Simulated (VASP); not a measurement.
Set up this calculation in VASP 6.6.1, as the native input.

* Task: relaxation of cell and atoms
* Functional: PBEsol
* Potentials or basis: VASP PAW PBE potentials, release 64 (Cl)
* Cutoff: 600 eV
* k mesh: 15 × 15 × 15
* Occupations: fermi-dirac, width 0.1 eV
* Spin: no spin polarisation
* Target pressure: 270 GPa
* Dipole correction: no
* Further INCAR settings: ALGO = Normal; EDIFF = 1e-06; IBRION = 2; EDIFFG = -0.005; NSW = 32; ISIF = 3

The structure of Cl lies in POSCAR:

```
Cl
1.0
    0.0000000000      2.0593754443      2.0593754443
    2.0593754443      0.0000000000      2.0593754443
    2.0593754443      2.0593754443      0.0000000000
Cl
2
Direct
   -0.1250000000     -0.1250000000     -0.1250000000
    0.1250000000      0.1250000000      0.1250000000
```

The input as run:

INCAR

```
SYSTEM = Cl
  PREC = Accurate
  ENCUT = 600
  EDIFF = 1E-6
  ISMEAR = -1
  SIGMA = 0.1
  LREAL = .FALSE.
  LASPH = .TRUE.
  NELM = 100
  ALGO = Normal
  ISIF = 3
  LWAVE = .FALSE.
  LCHARG = .FALSE.
  GGA = PS
  IBRION = 2
  NSW = 32
  EDIFFG = -0.005
  PSTRESS = 2700.0
```

KPOINTS

```
Automatic mesh
0
G
  15 15 15
  0 0 0
```

Potentials or basis: VASP PAW PBE potentials, release 64 (Cl).

Command:

```sh
$ cat potpaw_PBE.64/Cl/POTCAR > POTCAR
$ mpirun -np 1 vasp_std > vasp.out
```

Results of the run:

| Property | Result |
| --- | --- |
| Relaxed volume | 8.79 Å³/atom |
| Relaxed cell | a = 2.919 Å, b = 2.919 Å, c = 2.919 Å, α = 60.00°, β = 60.00°, γ = 60.00° |
| Space group after relaxing (to 0.05 Å) | Fd-3m (No. 227) |
| Energy change on relaxing (the enthalpy is what falls) | -102.9 meV/atom |
| Ionic steps | 3 |
| Pressure after relaxing | 269.9 GPa |
| Band gap on the k mesh | zero (band 7 reaches 23.32 eV, above the bottom of band 8 at 12.86 eV) |

Caveat: the cell is relaxed towards a set pressure, so the enthalpy falls and the energy may rise; the PAW data sets were made with another functional, which shifts forces and pressure a little.

Wall time 20 s on 1 thread of Intel(R) Xeon(R) Platinum 8488C (Sapphire Rapids), on a shared host, peak memory 0.14 GiB.
